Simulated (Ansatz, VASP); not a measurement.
**Two plane-wave programs on SnO**

Contents of INCAR:

```
SYSTEM = SnO
ALGO = Normal
DIPOL = 0.5 0.5 0.394
EDIFF = 1E-6
ENCUT = 520
GGA = PE
IDIPOL = 3
ISIF = 2
ISMEAR = 0
IVDW = 12
LASPH = .TRUE.
LCHARG = .TRUE.
LDIPOL = .TRUE.
LELF = .TRUE.
LREAL = .FALSE.
LVACPOTAV = .TRUE.
LVHAR = .TRUE.
LWAVE = .FALSE.
NBANDS = 50
NELM = 80
PREC = Accurate
SIGMA = 0.05
```

File KPOINTS:

```
k-points
0
G
  7 7 1
  0 0 0
```

The input POSCAR:

```
SnO
1.0
    3.8201636883      0.0000000000      0.0000000000
    0.0000000000      3.8201636883      0.0000000000
    0.0000000000      0.0000000000     22.2260802162
Sn O
4 4
Direct
    0.7500000000      0.2500000000      0.2024648501
    0.2500000000      0.7500000000      0.3087831971
    0.3750000000      1.1250000000      0.4797535150
    0.8750000000      0.6250000000      0.5860718620
    0.2500000000      0.2500000000      0.2556240236
    0.7500000000      0.7500000000      0.2556240236
    0.8750000000      1.1250000000      0.5329126885
    0.3750000000      0.6250000000      0.5329126885
```

Input for Ansatz:

```yaml
crystal:
  lattice:
    - [3.8201636883, 0.0, 0.0]
    - [0.0, 3.8201636883, 0.0]
    - [0.0, 0.0, 22.2260802162]
  atoms:
    - { symbol: Sn, position: [0.75, 0.25, 0.2024648501] }
    - { symbol: O, position: [0.25, 0.25, 0.2556240236] }
    - { symbol: O, position: [0.75, 0.75, 0.2556240236] }
    - { symbol: Sn, position: [0.25, 0.75, 0.3087831971] }
    - { symbol: Sn, position: [0.375, 1.125, 0.479753515] }
    - { symbol: O, position: [0.875, 1.125, 0.5329126885] }
    - { symbol: O, position: [0.375, 0.625, 0.5329126885] }
    - { symbol: Sn, position: [0.875, 0.625, 0.586071862] }
basis:
  ecutwfc: 420
kpoints:
  mp_grid: { grid: [7, 7, 1] }
hamiltonian:
  xc: pbe
  pseudopotentials: { kind: paw, azcp: { folder: soft_1 } }
  dispersion: d3bj
scf:
  occupations: { method: gaussian, width: 0.05 }
output:
  forces: true
  eigenvalues: true
efield:
  axis: 3
  dipole_correction: true
  ramp_width: 0.04
```

Alike in both runs: task single point; functional PBE; dispersion D3(BJ); k mesh 7 × 7 × 1; occupations gaussian, width 0.05 eV; no spin polarisation.

|  | VASP | Ansatz |
| --- | --- | --- |
| version | VASP 6.6.1 | Ansatz 0.2.0 |
| potentials or method | VASP PAW PBE potentials, release 64 (Sn_d, O), cutoff 520 eV | scalar-relativistic, plane waves, PAW |
| valence electrons in the cell | 80 | 80 |

VASP gave:

| Item | Value |
| --- | --- |
| gap on the k mesh at the Fermi level (eV) | 2.20 |
| least direct gap on the mesh (eV) | 2.45 |
| rms of the force components (eV/Å) | 0.037 |

Problem. Which values does Ansatz return?

Solution. gap on the k mesh at the Fermi level (eV): 2.21; least direct gap on the mesh (eV): 2.46; rms of the force components (eV/Å): 0.023.
